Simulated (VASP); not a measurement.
# InO in VASP: notebook

Runs on InO. Level: LDA. Tasks: single point.

Everything below comes from runs of VASP 6.6.1. Logs are shortened: lines on timing, memory, paths and dates and some standing lists are left out, and cuts for length are marked.

## 1. The cell of the first run

The cell holds a slab with vacuum, 4 atoms: a = 3.454 Å, b = 3.454 Å, c = 15.877 Å, α = 90.00°, β = 90.00°, γ = 120.00°.

## 2. Single point, LDA

Input file INCAR:

```
SYSTEM = InO
ALGO     = Normal         ! electronic algorithm
EDIFF    = 1E-6           ! SCF threshold, eV
ENCUT    = 520            ! plane-wave cutoff, eV
GGA      = CA             ! functional
ISIF     = 2              ! what is computed and relaxed
ISMEAR   = 0              ! smearing method
LASPH    = .True.         ! aspherical terms in the spheres
LCHARG   = .True.         ! write CHGCAR
LELF     = .True.         ! ELF
LREAL    = .False.        ! projectors in reciprocal space
LVHAR    = .True.       
LWAVE    = .False.        ! write WAVECAR
NBANDS   = 27             ! bands
NELM     = 100            ! most SCF steps
PREC     = Accurate       ! precision mode
SIGMA    = 0.03           ! smearing width, eV
```

Input file KPOINTS:

```
k-points
0
Gamma
  12 12 2
  0 0 0
```

Input file POSCAR:

```
InO
1.0
    3.4536138013      0.0000000000      0.0000000000
   -1.7268069007      2.9909172868      0.0000000000
    0.0000000000      0.0000000000     15.8771000000
In O
2 2
Direct
    0.6666666667      0.3333333333      0.5900210000
    0.6666666667      0.3333333333      0.4099790000
    0.0000000000      0.0000000000      0.6398670000
    0.0000000000      0.0000000000      0.3601330000
```

Potentials or basis: VASP PAW LDA potentials, release 64 (In_d, O).

Run with:

```console
cat potpaw_LDA.64/In_d/POTCAR potpaw_LDA.64/O/POTCAR > POTCAR
mpirun -np 1 vasp_std > vasp.out
```

OUTCAR:

```text
SYSTEM = InO
   EDIFF = 1E-6
   ENCUT = 520
   GGA = CA
   ISIF = 2
   ISMEAR = 0
   LASPH = .True.
   LREAL = .False.
   NELM = 100
   PREC = Accurate

 ion  position               nearest neighbor table
   1  0.667  0.333  0.590-   3 2.15   3 2.15   3 2.15   2 2.86
   2  0.667  0.333  0.410-   4 2.15   4 2.15   4 2.15   1 2.86
   3  0.000  0.000  0.640-   1 2.15   1 2.15   1 2.15
   4  0.000  0.000  0.360-   2 2.15   2 2.15   2 2.15

  LATTYP: Found a hexagonal cell.
 ALAT       =     3.4536138013
 C/A-ratio  =     4.5972424577

  Lattice vectors:

 A1 = (   3.4536138013,   0.0000000000,   0.0000000000)
 A2 = (  -1.7268069007,   2.9909172868,   0.0000000000)
 A3 = (   0.0000000000,   0.0000000000,  15.8771000000)

Analysis of symmetry for initial positions (statically):
=====================================================================
 Subroutine PRICEL returns:
 Original cell was already a primitive cell.

 Routine SETGRP: Setting up the symmetry group for a
 hexagonal supercell.

 Subroutine GETGRP returns: Found 12 space group operations
 (whereof 12 operations were pure point group operations)
 out of a pool of 24 trial point group operations.

The static configuration has the point symmetry D_3h.

Analysis of symmetry for dynamics (positions and initial velocities):
=====================================================================
 Subroutine PRICEL returns:
 Original cell was already a primitive cell.

 Routine SETGRP: Setting up the symmetry group for a
 hexagonal supercell.

 Subroutine GETGRP returns: Found 12 space group operations
 (whereof 12 operations were pure point group operations)
 out of a pool of 24 trial point group operations.

The dynamic configuration has the point symmetry D_3h.

 Subroutine INISYM returns: Found 12 space group operations
 (whereof 12 operations are pure point group operations),
 and found     1 'primitive' translations

----------------------------------------------------------------------------------------

                                     Primitive cell

[... 82 lines left out ...]
   NGX,Y,Z   is equivalent  to a cutoff of  13.48, 13.48, 12.56 a.u.
   NGXF,Y,Z  is equivalent  to a cutoff of  26.96, 26.96, 25.13 a.u.
 SYSTEM =  InO
   PREC   = accura    normal or accurate (medium, high low for compatibility)
   ISTART =      0    job   : 0-new  1-cont  2-samecut
   ICHARG =      2    charge: 1-file 2-atom 10-const
   ISPIN  =      1    spin polarized calculation?
   LNONCOLLINEAR =      F non collinear calculations
   LSORBIT =      F    spin-orbit coupling
   LASPH  =      T    aspherical Exc in radial PAW
   ENCUT  =  520.0 eV  38.22 Ry    6.18 a.u.   6.42  6.42 29.52*2*pi/ulx,y,z
   NELM   =    100;   NELMIN=  2; NELMDL= -5     # of ELM steps
   EDIFF  = 0.1E-05   stopping-criterion for ELM
   LREAL  =      F    real-space projection
   EDIFFG = 0.1E-04   stopping-criterion for IOM
   NSW    =      0    number of steps for IOM
   IBRION =     -1    ionic relax: 0-MD 1-quasi-New 2-CG
   NFREE  =      0    steps in history (QN), initial steepest desc. (CG)
   ISIF   =      2    stress and relaxation
   ISYM   =      2    0-nonsym 1-usesym 2-fastsym
   POTIM  = 0.5000    time-step for ionic-motion
   TEBEG  =    0.0;   TEEND  =   0.0 temperature during run
   PSTRESS=    0.0 pullay stress
   NELECT =      38.0000    total number of electrons
   NUPDOWN=      -1.0000    fix difference up-down
   EMIN   =  10.00;   EMAX   =-10.00  energy-range for DOS
   EFERMI =   0.00;   METHOD = LEGACY
   ISMEAR =     0;   SIGMA  =   0.03  broadening in eV -4-tet -1-fermi 0-gaus
   EFERMI_NEDOS =   21; number of points for ismear=-14 and -15
   IALGO  =     38    algorithm
   IMIX   =      4    mixing-type and parameters
     AMIX     =   0.40;   BMIX     =  1.00
     AMIX_MAG =   1.60;   BMIX_MAG =  1.00
  volume/ion in A,a.u.               =      41.00       276.69
  Fermi-wavevector in a.u.,A,eV,Ry     =   1.005510  1.900138 13.756166  1.011050
  Thomas-Fermi vector in A             =   2.138194
   LORBIT       =      0    0 simple, 1 ext, 2 COOP (PROOUT), +10 PAW based schemes
   GGA     = CA    functional components
   LHFCALC =     F    Hartree Fock is set to
   AEXX    =    0.0000 exact exchange contribution
   IVDW    =     0    specifies the selected vdW correction
   LEPSILON=     F    determine dielectric tensor
   LRPA    =     F    only Hartree local field effects (RPA)
 non-spin polarized calculation
 Gauss-broadening in eV      SIGMA  =   0.03
  energy-cutoff  :      520.00
  volume of cell :      164.00
 maximum number of plane-waves:      4451
 NGX is ok and might be reduce to    28
   NGX = 13   NGY = 13   NGZ = 59

 number of electron      37.9999988 magnetization

 Free energy of the ion-electron system (eV)
  ---------------------------------------------------
  ext. energy  EPLUGINS =         0.00000000
  ---------------------------------------------------
  free energy    TOTEN  =       -22.09359814 eV

  energy without entropy =      -22.09359814  energy(sigma->0) =      -22.09359814

 E-fermi :  -1.8389     XC(G=0):  -5.0608

 val. band max:       -2.0039613107   @ k =   0.3333   0.3333   0.5000
 cond. band min:      -1.7186894382   @ k =   0.0000   0.0000   0.5000
 fundamental gap:      0.2852718725
 Fermi energy:        -1.8389378684

 k-point     1 :       0.0000    0.0000    0.0000
  band No.  band energies     occupation
      1     -19.3764      2.00000
      2     -19.3548      2.00000
      3     -15.4552      2.00000
      4     -15.4552      2.00000
      5     -15.4110      2.00000
      6     -15.4110      2.00000
[... 709 lines left out ...]
     26       6.6038      0.00000
     27       7.0820      0.00000

 [... further k-points ...]
[... 5 lines left out ...]
  --------------------------------------------------------------------------------------
  -------------------------------------------------------------------------------------
  Total       -3.5401943     -3.5401943     -1.9731684      0.0000000      0.0000000      0.0000000
  in kB      -34.5850434    -34.5850434    -19.2763756      0.0000000      0.0000000      0.0000000
  external PRESSURE =     -29.4821541 kB  Pullay stress =       0.0000000 kB

 VOLUME and BASIS-vectors are now :
 -----------------------------------------------------------------------------
  energy-cutoff  :      520.00
  volume of cell :      164.00
      direct lattice vectors                 reciprocal lattice vectors
     3.453613801  0.000000000  0.000000000     0.289551773  0.167172794  0.000000000
    -1.726806901  2.990917287  0.000000000     0.000000000  0.334345588  0.000000000
     0.000000000  0.000000000 15.877100000     0.000000000  0.000000000  0.062983794

 POSITION                                       TOTAL-FORCE (eV/Angst)
 -----------------------------------------------------------------------------------
      1.72681      0.99697      9.36782         0.000000     -0.000000      0.165388
      1.72681      0.99697      6.50928         0.000000     -0.000000     -0.165388
      0.00000      0.00000     10.15923        -0.000000     -0.000000     -0.536329
      0.00000      0.00000      5.71787         0.000000      0.000000      0.536329
 -----------------------------------------------------------------------------------
    total drift:                               -0.000000      0.000000      0.000000

  FREE ENERGIE OF THE ION-ELECTRON SYSTEM (eV)
  ---------------------------------------------------
  free  energy   TOTEN  =       -22.0935981372 eV

  energy  without entropy=      -22.0935981372  energy(sigma->0) =      -22.09359814
```

OSZICAR:

```text
N       E                     dE             d eps       ncg     rms          rms(c)
DAV:   1     0.399572014903E+03    0.39957E+03   -0.17828E+04  2052   0.143E+03
DAV:   2     0.399793819076E+02   -0.35959E+03   -0.34535E+03  2261   0.380E+02
DAV:   3    -0.230330180489E+02   -0.63012E+02   -0.61595E+02  2641   0.175E+02
[... 13 lines left out ...]
DAV:  17    -0.220935664745E+02   -0.34352E-04   -0.41575E-06  2362   0.205E-02    0.332E-03
DAV:  18    -0.220935924602E+02   -0.25986E-04   -0.11278E-06  1732   0.763E-03    0.169E-03
DAV:  19    -0.220935945724E+02   -0.21122E-05   -0.16577E-07  1892   0.448E-03    0.140E-03
DAV:  20    -0.220935975113E+02   -0.29389E-05   -0.14016E-07  1542   0.342E-03    0.531E-04
DAV:  21    -0.220935981372E+02   -0.62593E-06   -0.51157E-08  1649   0.225E-03
   1 F= -.22093598E+02 E0= -.22093598E+02  d E =-.123289E-10
```

stdout:

```text
POSCAR found type information on POSCAR InO
 POSCAR found :  2 types and       4 ions
 scaLAPACK will be used
 LDA part: xc-table for (Slater(with rela. corr.)+CA(PZ))
 , standard interpolation
 POSCAR, INCAR and KPOINTS ok, starting setup
 FFT: planning ... GRIDC
 FFT: planning ... GRID_SOFT
 FFT: planning ... GRID
 WAVECAR not read
 entering main loop
```

Wall time 1.7 min (1 thread of Intel Xeon 6975P-C (Granite Rapids), shared host); peak memory 0.32 GiB.

Results:

| Property | Result |
| --- | --- |
| Free energy | -22.0936 eV |
| Largest force | 0.536 eV/Å |
| Band gap on the k mesh | 0.29 eV, indirect (least direct gap 1.00 eV) |

Forces on the atoms (eV/Å):
```
In   0.000  0.000  0.165
In   0.000  0.000 -0.165
O    0.000  0.000 -0.536
O    0.000  0.000  0.536
```

Caveat: spin-orbit coupling is left out, which moves the levels of the heavy elements.

## 3. Single point, LDA

Input file INCAR:

```
SYSTEM = InO
  ALGO = Normal
  EDIFF = 1E-6
  ENCUT = 520
  GGA = CA
  ISIF = 2
  ISMEAR = 0
  LASPH = .True.
  LCHARG = .False.
  LREAL = .False.
  LWAVE = .False.
  NBANDS = 27
  NELM = 80
  PREC = Accurate
  SIGMA = 0.03
```

Input file KPOINTS:

```
k-points
0
Gamma
  12 12 4
  0 0 0
```

POSCAR is that of step 2.

Potentials or basis: VASP PAW LDA potentials, release 64 (In_d, O).

Run with:

```console
cat potpaw_LDA.64/In_d/POTCAR potpaw_LDA.64/O/POTCAR > POTCAR
mpirun -np 1 vasp_std > vasp.out
```

Wall time 2.6 min (1 thread of Intel Xeon 6975P-C (Granite Rapids), shared host); peak memory 0.37 GiB.

It converged, with:

| Property | Result |
| --- | --- |
| Free energy | -22.0936 eV |
| Largest force | 0.536 eV/Å |
| Band gap on the k mesh | 0.29 eV, indirect (least direct gap 1.00 eV) |

Forces on the atoms (eV/Å):
```
In   0.000  0.000  0.165
In   0.000  0.000 -0.165
O    0.000  0.000 -0.536
O    0.000  0.000  0.536
```

Levels at points of the mesh, in eV from the valence-band top:
```
           k point  band 15  band 16  band 17  band 18  band 19  band 20  band 21  band 22  band 23  band 24
(0.00, 0.00, 0.00)    -1.71    -1.71    -1.68    -1.68    -0.72     0.29     3.20     6.41     6.57     8.18
(0.50, 0.00, 0.00)    -2.62    -2.58    -2.51    -1.94    -0.22     2.32     4.02     5.28     6.73     8.20
(0.00, 0.00, 0.50)    -1.71    -1.71    -1.68    -1.68    -0.72     0.29     3.20     6.24     7.00     7.47
(0.50, 0.00, 0.50)    -2.62    -2.58    -2.51    -1.94    -0.22     2.32     4.02     5.28     6.73     8.20
```

Caveat: spin-orbit coupling is left out, which moves the levels of the heavy elements.
